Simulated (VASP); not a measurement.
Runs of VASP 6.6.1 on GaP. The structure is that of space group F-43m (No. 216), or close to it. The cells are those of the table. 

| task | cell | cutoff (eV) | gap on the mesh (eV) | pressure (GPa) |
| --- | --- | --- | --- | --- |
| single point | a = 3.761 Å, angles 60.0°, 2 atoms | 520 | 1.34 | (a) |
| relaxation of cell and atoms | relaxed to 1 GPa from a = 3.812 Å, angles 60.0°, 2 atoms | 600 | 1.41 | 1.0 |
| single point | a = 3.798 Å, angles 60.0°, 2 atoms | 520 | 1.41 | 1.1 |
| relaxation of cell and atoms | relaxed to 15 GPa from a = 3.812 Å, angles 60.0°, 2 atoms | 600 | 1.14 | 15.0 |
| relaxation of cell and atoms | relaxed to 2 GPa from a = 3.812 Å, angles 60.0°, 2 atoms | 600 | 1.39 | 2.0 |
| single point | a = 3.785 Å, angles 60.0°, 2 atoms | 520 | 1.38 | 2.1 |
| single point | a = 3.728 Å, angles 60.0°, 2 atoms | 520 | 1.28 | 7.1 |
| relaxation of cell and atoms | relaxed to 10 GPa from a = 3.812 Å, angles 60.0°, 2 atoms | 600 | 1.23 | 10.0 |
| single point | a = 3.699 Å, angles 60.0°, 2 atoms | 520 | (b) | 10.1 |
| single point | a = 3.655 Å, angles 60.0°, 2 atoms | 520 | 1.14 | 15.1 |
| relaxation of cell and atoms | relaxed to 4 GPa from a = 3.812 Å, angles 60.0°, 2 atoms | 600 | 1.34 | 4.0 |
| relaxation of cell and atoms | relaxed to 7 GPa from a = 3.812 Å, angles 60.0°, 2 atoms | 600 | 1.28 | 7.0 |

Alike in all rows: level LDA; potentials or basis VASP PAW LDA potentials, release 64 (Ga_d, P); no spin polarisation; k mesh 8 × 8 × 8; smearing gaussian 0.01 eV.

Task: Fill in the values left out.

Result: (a) 4.1; (b) 1.22.

Caveats: the cell is relaxed towards a set pressure, so the run minimises the enthalpy, not the energy (at least some runs); the cell stands under pressure (at least some runs).

A k mesh can miss the band edges, and the runs leave out spin-orbit coupling on Ga.
